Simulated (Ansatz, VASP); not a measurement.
Nb in VASP and in Ansatz

```
Nb
1.0
     0.00000    2.11500    2.11500
     2.11500    0.00000    2.11500
     2.11500    2.11500    0.00000
Nb
1
Cartesian
  0.0000 0.0000 0.0000
```

Alike in both runs: task relaxation of cell and atoms; functional LDA; k mesh 11 × 11 × 11; occupations fermi-dirac, width 0.05 eV; no spin polarisation.

|  | VASP | Ansatz |
| --- | --- | --- |
| version | VASP 6.6.1 | Ansatz 0.2.0 |
| potentials or method | VASP PAW LDA potentials, release 64 (Nb_sv) | Ansatz PAW |
| plane-wave cutoff (eV) | 600 | 420 |
| valence electrons in the cell | 13 | 13 |

```csv
,VASP,Ansatz,Ansatz less VASP
"gap on the k mesh at the Fermi level, each at its own relaxed structure (eV)",none,none,-
relaxed volume (Å³/atom),17.69,17.69,+0.003
relaxed cell length with the largest relative difference (Å),2.924,2.925,+0.0002
```

LDA's correlation is that of Perdew and Zunger in VASP and of Perdew and Wang (1992) in Ansatz. A gap of «none» marks a metal or a gap that the smearing closes.

Noted on Ansatz's run: the plane-wave basis is chosen anew once the cell has moved, so the energies of steps on either side of that aren't comparable.
